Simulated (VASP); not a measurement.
Here is a VASP 6.6.1 calculation.

The input INCAR:

```
SYSTEM = TaN
PREC = Accurate
ENCUT = 520
EDIFF = 1E-8
ISMEAR = -1
SIGMA = 0.02
LREAL = .False.
LASPH = .True.
NELM = 120
ALGO = Normal
ISIF = 2
LWAVE = .False.
LCHARG = .False.
GGA = PS
LEFG = .True.
NBANDS = 16
GGA_COMPAT = .False.
```

Contents of KPOINTS:

```
regular mesh
0
Gamma
  12 12 10
  0 0 0
```

Contents of POSCAR:

```
TaN
1.0
    2.9379988584      0.0000000000      0.0000000000
   -1.4689994292      2.5443816477      0.0000000000
    0.0000000000      0.0000000000      2.8830000000
Ta N
1 1
Direct
    0.3333333333      0.6666666667      0.5000000000
    0.0000000000      0.0000000000      0.0000000000
```

Potentials or basis: VASP PAW PBE potentials, release 64 (Ta_sv_GW, N).

Run with:

```bash
$ cat potpaw_PBE.64/Ta_sv_GW/POTCAR potpaw_PBE.64/N/POTCAR > POTCAR
$ mpirun -np 1 vasp_std > vasp.out
```

Q: What does it give for the pressure?

A: -5.1 GPa.

Q: What does it give for the band gap on the k mesh?

A: Zero (band 9 reaches 12.69 eV, above the bottom of band 10 at 12.19 eV).

Stress tensor (GPa, compression positive):
```
-5.06  0.00  0.00
 0.00 -5.06  0.00
 0.00  0.00 -5.23
```

Caveat: without QUAD_EFG the Cq values of the log hold for a quadrupole moment of 1 mb, not for the nuclei; the PAW data sets were made with another functional, which shifts forces and pressure a little; spin-orbit coupling is left out, which moves the levels of the heavy elements.
